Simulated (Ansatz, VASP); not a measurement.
**As: VASP beside Ansatz**

File POSCAR:

```
As
1.0
    2.7036817444      0.0000000000      0.0000000000
    0.0000000000      2.7036817444      0.0000000000
    0.0000000000      0.0000000000      2.7036817444
As
1
Direct
    0.5000000000      0.5000000000      0.5000000000
```

Contents of INCAR.step1:

```
ALGO     = Normal         # electronic algorithm
EDIFF    = 1E-5           # SCF threshold, eV
ENCUT    = 520            # plane-wave cutoff, eV
GGA      = PE             # functional
ISIF     = 2              # what is computed and relaxed
ISMEAR   = -1             # smearing method
LASPH    = True           # aspherical terms in the spheres
LCHARG   = False          # write CHGCAR
LREAL    = False          # projectors in reciprocal space
LWAVE    = True           # write WAVECAR
NBANDS   = 8              # bands
NELM     = 60             # most SCF steps
PREC     = Accurate       # precision mode
SIGMA    = 0.05           # smearing width, eV
```

File INCAR.step2:

```
ALGO     = Normal         # electronic algorithm
EDIFF    = 1E-6           # SCF threshold, eV
ENCUT    = 520            # plane-wave cutoff, eV
GGA      = PE             # functional
HFSCREEN = 0.2079         # screening, 1/A
ISIF     = 2              # what is computed and relaxed
ISMEAR   = -1             # smearing method
ISTART   = 1            
LASPH    = True           # aspherical terms in the spheres
LCHARG   = False          # write CHGCAR
LHFCALC  = True           # exact exchange
LREAL    = False          # projectors in reciprocal space
LWAVE    = False          # write WAVECAR
NBANDS   = 8              # bands
NELM     = 60             # most SCF steps
PREC     = Accurate       # precision mode
PRECFOCK = Normal       
SIGMA    = 0.05           # smearing width, eV
```

KPOINTS

```
k-points
0
Gamma
  6 6 6
```

The input input.yaml:

```yaml
crystal:
  lattice:
    - [2.7036817444, 0.0, 0.0]
    - [0.0, 2.7036817444, 0.0]
    - [0.0, 0.0, 2.7036817444]
  atoms:
    - { symbol: As, position: [0.5, 0.5, 0.5] }
hamiltonian:
  xc: hse06
  pseudopotentials: { kind: paw }
kpoints:
  mp_grid: { grid: [6, 6, 6] }
scf:
  occupations: { method: fermi_dirac, width: 0.05 }
  n_extra_bands: 6
output:
  forces: true
  stress: true
  eigenvalues: true
  dos: { projected: true, de: 0.05 }
```

Alike in both runs: functional HSE06; k mesh 6 × 6 × 6; occupations fermi-dirac, width 0.05 eV; no spin polarisation.

|  | VASP | Ansatz |
| --- | --- | --- |
| version | VASP 6.6.1 | Ansatz 0.2.0 |
| potentials or method | VASP PAW PBE potentials, release 64 (As) | Ansatz PAW |
| plane-wave cutoff (eV) | 520 | 420 |
| valence electrons in the cell | 5 | 15 |
| task | single point | projected density of states |

|  | VASP | Ansatz | Ansatz less VASP |
| --- | --- | --- | --- |
| gap on the k mesh at the Fermi level (eV) | none | none | - |
| pressure (GPa) | -1.6 | -1.2 | +0.43 |

A gap of «none» marks a metal or a gap that the smearing closes. VASP's potentials hold 5 valence electrons a cell and Ansatz's 15, so a difference there can come from the potentials and not from the codes.

The k mesh is coarse, so the values compare programs but aren't converged.
